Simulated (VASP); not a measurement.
# Rh (Im-3m) in VASP: settings compared

The runs below take Rh through single point, with r2SCAN, r2SCAN0.

Everything below comes from runs of VASP 6.6.1. Logs are shortened: lines on timing, memory, paths and dates and some standing lists are left out, and cuts for length are marked.

### 1 The cell of the first run

Symmetry: Im-3m, No. 229, cubic system. Conventional cell: a = 3.046 Å, b = 3.046 Å, c = 3.046 Å, α = 90.00°, β = 90.00°, γ = 90.00°. Within 3.5 Å of Rh (site symmetry m-3m) lie 14 Rh at 2.64 to 3.05 Å.

This isn't the form of Rh at room conditions, which is fcc.

### 2 Single point, r2SCAN

POSCAR reads:

```
Rh
1.0
   -1.5228835681      1.5228835681      1.5228835681
    1.5228835681     -1.5228835681      1.5228835681
    1.5228835681      1.5228835681     -1.5228835681
Rh
1
Direct
    0.0000000000      0.0000000000      0.0000000000
```

INCAR.step1 reads:

```
ALGO = Normal ; EDIFF = 1E-4
ENCUT = 520 ; GGA = PE
ISMEAR = -1 ; LASPH = T
LCHARG = F ; LREAL = F
LWAVE = T ; NBANDS = 14
NELM = 80 ; PREC = Accurate
SIGMA = 0.1
```

INCAR.step2 reads:

```
ALGO = Normal ; EDIFF = 1E-7
ENCUT = 520 ; ISIF = 2
ISMEAR = -1 ; ISTART = 1
LASPH = T ; LCHARG = T
LELF = T ; LMIXTAU = T
LREAL = F ; LVHAR = T
LWAVE = F ; METAGGA = R2SCAN
NBANDS = 14 ; NELM = 80
PREC = Accurate ; SIGMA = 0.1
```

KPOINTS reads:

```
k-points
0
Gamma
  7 7 7
```

Potentials or basis: VASP PAW PBE potentials, release 64 (Rh_pv).

Launch:

```
$ cat potpaw_PBE.64/Rh_pv/POTCAR > POTCAR
$ cp INCAR.step1 INCAR
$ mpirun -np 1 vasp_std > vasp.out
$ cp INCAR.step2 INCAR
$ mpirun -np 1 vasp_std > vasp.out
```

OUTCAR:

```text
EDIFF = 1E-7
   ENCUT = 520
   ISIF = 2
   ISMEAR = -1
   ISTART = 1
   LASPH = T
   LREAL = F
   METAGGA = R2SCAN
   NELM = 80
   PREC = Accurate

 ion  position               nearest neighbor table
   1  0.000  0.000  0.000-

  LATTYP: Found a body centered cubic cell.
 ALAT       =     3.0457671362

  Lattice vectors:

 A1 = (  -1.5228835681,   1.5228835681,   1.5228835681)
 A2 = (   1.5228835681,  -1.5228835681,   1.5228835681)
 A3 = (   1.5228835681,   1.5228835681,  -1.5228835681)

Analysis of symmetry for initial positions (statically):
=====================================================================
 Subroutine PRICEL returns:
 Original cell was already a primitive cell.

 Routine SETGRP: Setting up the symmetry group for a
 body centered cubic supercell.

 Subroutine GETGRP returns: Found 48 space group operations
 (whereof 48 operations were pure point group operations)
 out of a pool of 48 trial point group operations.

The static configuration has the point symmetry O_h .

Analysis of symmetry for dynamics (positions and initial velocities):
=====================================================================
 Subroutine PRICEL returns:
 Original cell was already a primitive cell.

 Routine SETGRP: Setting up the symmetry group for a
 body centered cubic supercell.

 Subroutine GETGRP returns: Found 48 space group operations
 (whereof 48 operations were pure point group operations)
 out of a pool of 48 trial point group operations.

The dynamic configuration has the point symmetry O_h .

 Subroutine INISYM returns: Found 48 space group operations
 (whereof 48 operations are pure point group operations),
 and found     1 'primitive' translations

----------------------------------------------------------------------------------------

                                     Primitive cell

  volume of cell :      14.1273

  direct lattice vectors                    reciprocal lattice vectors
    -1.522883568  1.522883568  1.522883568     0.000000000  0.328324509  0.328324509
     1.522883568 -1.522883568  1.522883568     0.328324509  0.000000000  0.328324509
     1.522883568  1.522883568 -1.522883568     0.328324509  0.328324509  0.000000000

  length of vectors
     2.637711714  2.637711714  2.637711714     0.464320974  0.464320974  0.464320974

  position of ions in fractional coordinates (direct lattice)
     0.000000000  0.000000000  0.000000000

  ion indices of the primitive-cell ions
   primitive index   ion index
                 1           1

----------------------------------------------------------------------------------------

 KPOINTS: k-points

Automatic generation of k-mesh.
 Grid dimensions read from file:
 generate k-points for:    7    7    7

 Generating k-lattice:

  Cartesian coordinates                     Fractional coordinates (reciprocal lattice)
     0.000000000  0.046903501  0.046903501     0.142857143  0.000000000  0.000000000
     0.046903501  0.000000000  0.046903501     0.000000000  0.142857143  0.000000000
     0.046903501  0.046903501  0.000000000     0.000000000  0.000000000  0.142857143

  Length of vectors
     0.066331568  0.066331568  0.066331568

  Shift w.r.t. Gamma in fractional coordinates (k-lattice)
     0.000000000  0.000000000  0.000000000

 Subroutine IBZKPT returns following result:
 ===========================================

 Found     20 irreducible k-points:

 Following reciprocal coordinates:
            Coordinates               Weight
  0.000000  0.000000  0.000000      1.000000
  0.142857  0.000000  0.000000     12.000000
  0.285714  0.000000  0.000000     12.000000
  0.428571  0.000000  0.000000     12.000000
  0.142857  0.142857  0.000000     24.000000
  0.285714  0.142857  0.000000     48.000000
[... 12 lines left out ...]
 -0.428571 -0.428571  0.285714      8.000000
 -0.428571  0.428571  0.428571      6.000000
   k-points           NKPTS =     20   k-points in BZ     NKDIM =     20   number of bands    NBANDS=     14
   number of dos      NEDOS =    301   number of ions     NIONS =      1
   total plane-waves  NPLWV =   8000
   dimension x,y,z NGX =    20 NGY =   20 NGZ =   20
   dimension x,y,z NGXF=    40 NGYF=   40 NGZF=   40
   ions per type =               1
   NGX,Y,Z   is equivalent  to a cutoff of  12.61, 12.61, 12.61 a.u.
   NGXF,Y,Z  is equivalent  to a cutoff of  25.21, 25.21, 25.21 a.u.
 SYSTEM =  unknown system
   PREC   = accura    normal or accurate (medium, high low for compatibility)
   ISTART =      1    job   : 0-new  1-cont  2-samecut
   ICHARG =      0    charge: 1-file 2-atom 10-const
   ISPIN  =      1    spin polarized calculation?
   LNONCOLLINEAR =      F non collinear calculations
   LSORBIT =      F    spin-orbit coupling
   LASPH  =      T    aspherical Exc in radial PAW
   ENCUT  =  520.0 eV  38.22 Ry    6.18 a.u.   4.90  4.90  4.90*2*pi/ulx,y,z
   NELM   =     80;   NELMIN=  2; NELMDL=  0     # of ELM steps
   EDIFF  = 0.1E-06   stopping-criterion for ELM
   LREAL  =      F    real-space projection
   EDIFFG = 0.1E-05   stopping-criterion for IOM
   NSW    =      0    number of steps for IOM
   IBRION =     -1    ionic relax: 0-MD 1-quasi-New 2-CG
   NFREE  =      0    steps in history (QN), initial steepest desc. (CG)
   ISIF   =      2    stress and relaxation
   ISYM   =      2    0-nonsym 1-usesym 2-fastsym
   POTIM  = 0.5000    time-step for ionic-motion
   TEBEG  =    0.0;   TEEND  =   0.0 temperature during run
   PSTRESS=    0.0 pullay stress
   NELECT =      15.0000    total number of electrons
   NUPDOWN=      -1.0000    fix difference up-down
   EMIN   =  10.00;   EMAX   =-10.00  energy-range for DOS
   EFERMI =   0.00;   METHOD = LEGACY
   ISMEAR =    -1;   SIGMA  =   0.10  broadening in eV -4-tet -1-fermi 0-gaus
   EFERMI_NEDOS =   21; number of points for ismear=-14 and -15
   IALGO  =     38    algorithm
   IMIX   =      4    mixing-type and parameters
     AMIX     =   0.40;   BMIX     =  1.00
     AMIX_MAG =   1.60;   BMIX_MAG =  1.00
  volume/ion in A,a.u.               =      14.13        95.34
  Fermi-wavevector in a.u.,A,eV,Ry     =   1.670136  3.156100 37.951477  2.789355
  Thomas-Fermi vector in A             =   2.755687
   LORBIT       =      0    0 simple, 1 ext, 2 COOP (PROOUT), +10 PAW based schemes
   METAGGA = R2SCAN    functional components
   LHFCALC =     F    Hartree Fock is set to
   AEXX    =    0.0000 exact exchange contribution
   IVDW    =     0    specifies the selected vdW correction
   LEPSILON=     F    determine dielectric tensor
   LRPA    =     F    only Hartree local field effects (RPA)
 non-spin polarized calculation
  energy-cutoff  :      520.00
  volume of cell :       14.13
 maximum number of plane-waves:       391
   NGX =  9   NGY =  9   NGZ =  9

 number of electron      14.9999997 magnetization

 Free energy of the ion-electron system (eV)
  ---------------------------------------------------
  ext. energy  EPLUGINS =         0.00000000
  ---------------------------------------------------
  free energy    TOTEN  =       -23.85071326 eV

  energy without entropy =      -23.78836730  energy(sigma->0) =      -23.81954028

 E-fermi :  11.0811     XC(G=0): -14.9510

 val. band max:       10.9799843815   @ k =   0.2857   0.2857   0.1429
 cond. band min:      11.0891669232   @ k =   0.2857   0.1429   0.0000
 fundamental gap:      0.1091825418
 Fermi energy:        11.0810524581

 k-point     1 :       0.0000    0.0000    0.0000
  band No.  band energies     occupation
      1     -36.3011      2.00000
      2     -36.3011      2.00000
      3     -36.3011      2.00000
      4       3.3110      2.00000
      5       8.1458      2.00000
      6       8.1458      2.00000
      7       8.1458      2.00000
      8      10.5922      1.98505
      9      10.5922      1.98505
     10      29.0615      0.00000
     11      30.4424      0.00000
     12      30.4424      0.00000
     13      30.4424      0.00000
     14      40.6946      0.00000

 k-point     2 :       0.1429    0.0000    0.0000
  band No.  band energies     occupation
      1     -36.4431      2.00000
      2     -36.3481      2.00000
      3     -36.3012      2.00000
      4       4.1448      2.00000
      5       7.8189      2.00000
      6       8.1318      2.00000
      7       8.8305      2.00000
      8      10.2714      1.99939
      9      10.6228      1.97976
     10      29.0614      0.00000
     11      30.3457      0.00000
     12      30.5124      0.00000
     13      31.6434      0.00000
     14      37.4189      0.00000

 k-point     3 :       0.2857    0.0000    0.0000
  band No.  band energies     occupation
      1     -36.7544      2.00000
      2     -36.4526      2.00000
      3     -36.3014      2.00000
      4       5.4287      2.00000
      5       7.1501      2.00000
      6       8.7994      2.00000
      7      10.2532      1.99949
      8      10.6102      1.98212
      9      10.7512      1.92877
     10      26.8169      0.00000
     11      28.6691      0.00000
     12      29.0623      0.00000
     13      34.5816      0.00000
     14      34.9711      0.00000
[... 256 lines left out ...]
 k-point    19 :      -0.4286   -0.4286    0.2857
  band No.  band energies     occupation
      1     -36.8370      2.00000
      2     -36.8370      2.00000
      3     -36.6529      2.00000
      4       5.8793      2.00000
      5       5.8793      2.00000
      6       9.5814      2.00000
      7      11.7238      0.00323
      8      11.7238      0.00323
      9      20.9895      0.00000
     10      20.9895      0.00000
     11      21.4135      0.00000
     12      29.0614      0.00000
     13      31.5544      0.00000
     14      31.5544      0.00000

 k-point    20 :      -0.4286    0.4286    0.4286
  band No.  band energies     occupation
      1     -36.8231      2.00000
      2     -36.7999      2.00000
      3     -36.7999      2.00000
      4       5.3353      2.00000
      5       5.4308      2.00000
      6      11.6137      0.00967
      7      11.6137      0.00967
      8      11.9838      0.00024
      9      19.3870      0.00000
     10      22.1966      0.00000
     11      22.1966      0.00000
     12      29.0595      0.00000
     13      30.4692      0.00000
     14      30.7726      0.00000

------------------------ aborting loop because EDIFF is reached ----------------------------------------

  FORCE on cell =-STRESS in cart. coord.  units (eV):
  Direction    XX          YY          ZZ          XY          YZ          ZX
  --------------------------------------------------------------------------------------
  -------------------------------------------------------------------------------------
  Total        0.0370367      0.0370367      0.0370367     -0.0000000      0.0000000     -0.0000000
  in kB        4.2003249      4.2003249      4.2003249     -0.0000000      0.0000000     -0.0000000
  external PRESSURE =       4.2003249 kB  Pullay stress =       0.0000000 kB

 VOLUME and BASIS-vectors are now :
 -----------------------------------------------------------------------------
  energy-cutoff  :      520.00
  volume of cell :       14.13
      direct lattice vectors                 reciprocal lattice vectors
    -1.522883568  1.522883568  1.522883568     0.000000000  0.328324509  0.328324509
     1.522883568 -1.522883568  1.522883568     0.328324509  0.000000000  0.328324509
     1.522883568  1.522883568 -1.522883568     0.328324509  0.328324509  0.000000000

 POSITION                                       TOTAL-FORCE (eV/Angst)
 -----------------------------------------------------------------------------------
      0.00000      0.00000      0.00000         0.000000      0.000000      0.000000
 -----------------------------------------------------------------------------------
    total drift:                                0.000000     -0.000000      0.000000

  FREE ENERGIE OF THE ION-ELECTRON SYSTEM (eV)
  ---------------------------------------------------
  free  energy   TOTEN  =       -23.8507132563 eV

  energy  without entropy=      -23.7883672975  energy(sigma->0) =      -23.81954028
```

Wall time 21 s (1 thread of Intel Xeon Platinum 8375C at 2.90GHz (Ice Lake), shared host); peak memory 0.13 GiB.

What came out:

| Quantity | Value |
| --- | --- |
| Free energy | -23.8507 eV |
| Pressure | 0.4 GPa |
| Band gap on the k mesh | zero (an odd number of electrons rules out a gap without spin polarisation) |

Levels at points of the mesh, in eV from the Fermi level:
| k point | band 5 | band 6 | band 7 | band 8 | band 9 | band 10 |
| --- | --- | --- | --- | --- | --- | --- |
| (0.00, 0.00, 0.00) | -2.94 | -2.94 | -2.94 | -0.49 | -0.49 | 17.98 |

Caveat: the k points lie up to 0.42 Å⁻¹ apart, too coarse for converged energies and pressures of a metal; an empty level that is flat over the whole mesh can mark a ghost state of the potentials, or a narrow d or f band; the PAW data sets were made with another functional, which shifts forces and pressure a little.

(Continued in part 2 of 2.)
